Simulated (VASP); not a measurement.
# Si2W (I4/mmm) in VASP: relaxation of cell and atoms with LDA

Aim: the relaxation of cell and atoms of Si2W with LDA.

Everything below comes from runs of VASP 6.6.1. Logs are shortened: lines on timing, memory, paths and dates and some standing lists are left out, and cuts for length are marked.

## (1) The cell of the first run

It takes space group I4/mmm (No. 139, tetragonal). Conventional cell: a = 3.229 Å, b = 3.229 Å, c = 7.867 Å, α = 90.00°, β = 90.00°, γ = 90.00°. Within 3.4 Å of Si (site symmetry 4mm) lie 9 Si at 2.60 to 3.23 Å and 5 W at 2.63 Å. Within 3.5 Å of W (site symmetry 4/mmm) lie 10 Si at 2.63 Å and 4 W at 3.23 Å.

## (2) Relaxation of cell and atoms, LDA

The input, INCAR:

```
SYSTEM = Si2W
PREC = Accurate
ENCUT = 600
EDIFF = 1E-7
ISMEAR = 0
SIGMA = 0.1
LREAL = .False.
LASPH = .True.
NELM = 60
ALGO = Normal
ISIF = 3
LWAVE = .False.
LCHARG = .False.
IBRION = 2
NSW = 70
EDIFFG = -0.005
```

The input, KPOINTS:

```
regular mesh
0
Gamma
  18 18 18
  0 0 0
```

The input, POSCAR:

```
Si2W
1.0
   -1.6145299054      1.6145299054      3.9335489408
    1.6145299054     -1.6145299054      3.9335489408
    1.6145299054      1.6145299054     -3.9335489408
Si W
2 1
Direct
    0.3345578121      0.3345578121      0.0000000000
    0.6654421879      0.6654421879      0.0000000000
    0.0000000000      0.0000000000      0.0000000000
```

Potentials or basis: VASP PAW LDA potentials, release 64 (Si, W_sv).

Command:

```console
$ cat potpaw_LDA.64/Si/POTCAR potpaw_LDA.64/W_sv/POTCAR > POTCAR
$ mpirun -np 1 vasp_std > vasp.out
```

OUTCAR:

```text
SYSTEM = Si2W
   PREC = Accurate
   ENCUT = 600
   EDIFF = 1E-7
   ISMEAR = 0
   LREAL = .False.
   LASPH = .True.
   NELM = 60
   ISIF = 3
   IBRION = 2
   NSW = 70
   EDIFFG = -0.005

 ion  position               nearest neighbor table
   1  0.335  0.335  0.000-   2 2.60   3 2.63   3 2.63   3 2.63   3 2.63   3 2.63   2 2.64   2 2.64
                             2 2.64   2 2.64
   2  0.665  0.665  0.000-   1 2.60   3 2.63   3 2.63   3 2.63   3 2.63   3 2.63   1 2.64   1 2.64
                             1 2.64   1 2.64
   3  0.000  0.000  0.000-   2 2.63   1 2.63   2 2.63   1 2.63   2 2.63   1 2.63   1 2.63   2 2.63
                             1 2.63   2 2.63

  LATTYP: Found a body centered tetragonal cell.
 ALAT       =     3.2290598108
 C/A-ratio  =     2.4363431905

  Lattice vectors:

 A1 = (  -1.6145299054,   1.6145299054,   3.9335489408)
 A2 = (   1.6145299054,  -1.6145299054,   3.9335489408)
 A3 = (   1.6145299054,   1.6145299054,  -3.9335489408)

Analysis of symmetry for initial positions (statically):
=====================================================================
 Subroutine PRICEL returns:
 Original cell was already a primitive cell.

 Routine SETGRP: Setting up the symmetry group for a
 body centered tetragonal supercell.

 Subroutine GETGRP returns: Found 16 space group operations
 (whereof 16 operations were pure point group operations)
 out of a pool of 16 trial point group operations.

The static configuration has the point symmetry D_4h.

Analysis of symmetry for dynamics (positions and initial velocities):
=====================================================================
 Subroutine PRICEL returns:
 Original cell was already a primitive cell.

 Routine SETGRP: Setting up the symmetry group for a
 body centered tetragonal supercell.

 Subroutine GETGRP returns: Found 16 space group operations
 (whereof 16 operations were pure point group operations)
 out of a pool of 16 trial point group operations.

The dynamic configuration has the point symmetry D_4h.

 Subroutine INISYM returns: Found 16 space group operations
 (whereof 16 operations are pure point group operations),
 and found     1 'primitive' translations

----------------------------------------------------------------------------------------

                                     Primitive cell

[... 112 lines left out ...]
     AMIX_MAG =   1.60;   BMIX_MAG =  1.00
  volume/ion in A,a.u.               =      13.67        92.26
  Fermi-wavevector in a.u.,A,eV,Ry     =   1.330159  2.513636 24.073092  1.769322
  Thomas-Fermi vector in A             =   2.459267
   LORBIT       =      0    0 simple, 1 ext, 2 COOP (PROOUT), +10 PAW based schemes
   GGA     = CA    functional components
   LHFCALC =     F    Hartree Fock is set to
   AEXX    =    0.0000 exact exchange contribution
   IVDW    =     0    specifies the selected vdW correction
   LEPSILON=     F    determine dielectric tensor
   LRPA    =     F    only Hartree local field effects (RPA)
 conjugate gradient relaxation of ions
 non-spin polarized calculation
 Gauss-broadening in eV      SIGMA  =   0.10
  energy-cutoff  :      600.00
  volume of cell :       41.01
 maximum number of plane-waves:      1395
   NGX = 19   NGY = 19   NGZ = 19

--------------------------------------- Ionic step        1  -------------------------------------------

 number of electron      22.0000000 magnetization

 Free energy of the ion-electron system (eV)
  ---------------------------------------------------
  ext. energy  EPLUGINS =         0.00000000
  ---------------------------------------------------
  free energy    TOTEN  =       -27.31996064 eV

  energy without entropy =      -27.31902591  energy(sigma->0) =      -27.31949328

------------------------ aborting loop because EDIFF is reached ----------------------------------------

  FORCE on cell =-STRESS in cart. coord.  units (eV):
  Direction    XX          YY          ZZ          XY          YZ          ZX
  --------------------------------------------------------------------------------------
  -------------------------------------------------------------------------------------
  Total       -2.0123598     -2.0123598     -2.1547986      0.0000000      0.0000000     -0.0000000
  in kB      -78.6103036    -78.6103036    -84.1744952      0.0000000      0.0000000     -0.0000000
  external PRESSURE =     -80.4650341 kB  Pullay stress =       0.0000000 kB
[... 283 lines left out ...]
--------------------------------------- Ionic step        9  -------------------------------------------

 number of electron      21.9999999 magnetization

 Free energy of the ion-electron system (eV)
  ---------------------------------------------------
  ext. energy  EPLUGINS =         0.00000000
  ---------------------------------------------------
  free energy    TOTEN  =       -27.35761191 eV

  energy without entropy =      -27.35673910  energy(sigma->0) =      -27.35717550

 E-fermi :  12.2006     XC(G=0): -12.7497

 val. band max:       12.1772183866   @ k =  -0.3889   0.5000   0.3333
 cond. band min:      12.2603368543   @ k =  -0.4444   0.5000   0.2778
 fundamental gap:      0.0831184677
 Fermi energy:        12.2005851557

 k-point     1 :       0.0000    0.0000    0.0000
  band No.  band energies     occupation
      1     -61.1548      2.00000
      2     -25.7015      2.00000
      3     -25.6627      2.00000
      4     -25.6627      2.00000
      5      -1.9718      2.00000
      6       5.2433      2.00000
      7       8.5185      2.00000
      8       8.7492      2.00000
      9       9.3168      2.00000
     10       9.3168      2.00000
     11      12.8214      0.00000
     12      15.0870      0.00000
     13      15.1454      0.00000
     14      15.3787      0.00000
[... 401 lines left out ...]
      2     -25.7634      2.00000
      3     -25.6923      2.00000
      4     -25.6606      2.00000
      5      -1.0454      2.00000
      6       5.4065      2.00000
      7       6.7583      2.00000
      8       8.5231      2.00000
      9       9.3114      2.00000
     10      10.0862      2.00000
     11      10.7549      2.00000
     12      13.8593      0.00000
     13      14.5287      0.00000
     14      16.6945      0.00000
     15      16.8282      0.00000

 [... further k-points ...]

------------------------ aborting loop because EDIFF is reached ----------------------------------------

  FORCE on cell =-STRESS in cart. coord.  units (eV):
  Direction    XX          YY          ZZ          XY          YZ          ZX
  --------------------------------------------------------------------------------------
  -------------------------------------------------------------------------------------
  Total       -0.0020985     -0.0020985     -0.0052963      0.0000000      0.0000000     -0.0000000
  in kB       -0.0849738     -0.0849738     -0.2144629      0.0000000      0.0000000     -0.0000000
  external PRESSURE =      -0.1281369 kB  Pullay stress =       0.0000000 kB
[... 18 lines left out ...]
  FREE ENERGIE OF THE ION-ELECTRON SYSTEM (eV)
  ---------------------------------------------------
  free  energy   TOTEN  =       -27.3576119060 eV

  energy  without entropy=      -27.3567391004  energy(sigma->0) =      -27.35717550

 reached required accuracy - stopping structural energy minimisation
```

CONTCAR:

```text
Si2W
   1.00000000000000
    -1.5946230787526658    1.5946230787526658    3.8900637998086434
     1.5946230787526658   -1.5946230787526658    3.8900637998086434
     1.5946230787526658    1.5946230787526658   -3.8900637998086434
  Si              W
     2     1
Direct
     0.3347005462456426    0.3347005462456426    0.0000000000000000
     0.6652994537543573    0.6652994537543573    0.0000000000000000
     0.0000000000000000    0.0000000000000000    0.0000000000000000

  0.00000000E+00  0.00000000E+00  0.00000000E+00
  0.00000000E+00  0.00000000E+00  0.00000000E+00
  0.00000000E+00  0.00000000E+00  0.00000000E+00
```

Run time: 29 min. Hardware: 1 thread of Intel Xeon Platinum 8488C (Sapphire Rapids), shared host; peak memory 0.47 GiB.

Results:

* Free energy: -27.3576 eV
* Relaxed volume: 13.19 Å³/atom
* Relaxed cell: a = 4.496 Å, b = 4.496 Å, c = 4.496 Å, α = 138.46°, β = 138.46°, γ = 60.20°
* Space group after relaxing (to 0.1 Å): I4/mmm (No. 139)
* Energy gained by relaxing: 12.6 meV/atom
* Ionic steps: 9
* Pressure after relaxing: 0.0 GPa
* Largest force after relaxing: 0.005 eV/Å
* Band gap on the k mesh: zero (bands 11 and 12 overlap by 1.31 eV)

Forces in eV/Å, atoms in the order of the input:
```
Si   0.000  0.000 -0.005
Si   0.000  0.000  0.005
W    0.000  0.000  0.000
```

Step by step:
```csv
step,energy change (eV),largest force (eV/Å),pressure (GPa),volume (Å³)
1,0.0000,0.1120,-8.05,41.01
2,0.0997,0.3060,18.37,37.07
3,-0.0375,0.0164,-0.21,39.61
4,-0.0375,0.0190,-0.03,39.58
5,-0.0375,0.0219,0.14,39.55
6,-0.0376,0.0041,0.18,39.53
7,-0.0376,0.0101,0.16,39.54
8,-0.0376,0.0023,-0.22,39.60
9,-0.0377,0.0046,-0.01,39.57
```

Final structure:
```
CELL_PARAMETERS angstrom
-1.59462 1.59462 3.89006
1.59462 -1.59462 3.89006
1.59462 1.59462 -3.89006
ATOMIC_POSITIONS crystal
Si 0.33470 0.33470 0.00000
Si 0.66530 0.66530 0.00000
W 0.00000 0.00000 0.00000
```

Levels at points of the mesh, in eV from the Fermi level:
```
           k point  band 9  band 10  band 11  band 12  band 13  band 14
(0.00, 0.00, 0.00)   -2.88    -2.88     0.62     2.89     2.94     3.18
(0.50, 0.00, 0.00)   -2.85    -2.85    -0.46     2.74     2.84     4.00
(0.50, 0.50, 0.00)   -5.06    -3.33    -1.66     2.89     3.00     3.19
(0.50, 0.50, 0.50)   -0.79    -0.79    -0.53    -0.53     0.80     4.56
```

Caveat: spin-orbit coupling is left out, which moves the levels of the heavy elements. LDA usually gives volumes a few per cent too small.

The gap in the log of VASP goes by the Fermi energy; the results here count the filled bands.